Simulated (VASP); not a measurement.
The system is Re.

```
Re
1.0
     0.00000    1.97500    1.97500
     1.97500    0.00000    1.97500
     1.97500    1.97500    0.00000
Re
1
Direct
  0.00000 0.00000 0.00000
```

- Program: VASP 6.6.1
- Task: relaxation of cell and atoms
- Functional: PBEsol
- Potentials or basis: VASP PAW PBE potentials, release 64 (Re)
- Cutoff: 600 eV
- k mesh: 12 × 12 × 12
- Occupations: fermi-dirac, width 0.05 eV
- Spin: no spin polarisation

At the start: pressure -18.8 GPa; volume 15.41 Å³/atom.

Where does the relaxation end?

Over 5 steps the energy falls by 49.0 meV/atom and the volume is 14.61 Å³/atom (-5.2 %); space group Fm-3m (No. 225, to 0.05 Å).

The path:
```
step  energy change (eV)  largest force (eV/Å)  pressure (GPa)  volume (Å³)
   1              0.0000                0.0000          -18.78        15.41
   2              1.0120                0.0000          142.96        11.72
   3             -0.0485                0.0000           -2.20        14.69
   4             -0.0490                0.0000           -0.58        14.63
   5             -0.0490                0.0000            0.00        14.61
```

Final structure:
```yaml
crystal:
  lattice:
    - [0.00000, 1.94040, 1.94040]
    - [1.94040, 0.00000, 1.94040]
    - [1.94040, 1.94040, 0.00000]
  atoms:
    - { symbol: Re, position: [0.00000, 0.00000, 0.00000] }
```

Caveat: the PAW data sets were made with another functional, which shifts forces and pressure a little.
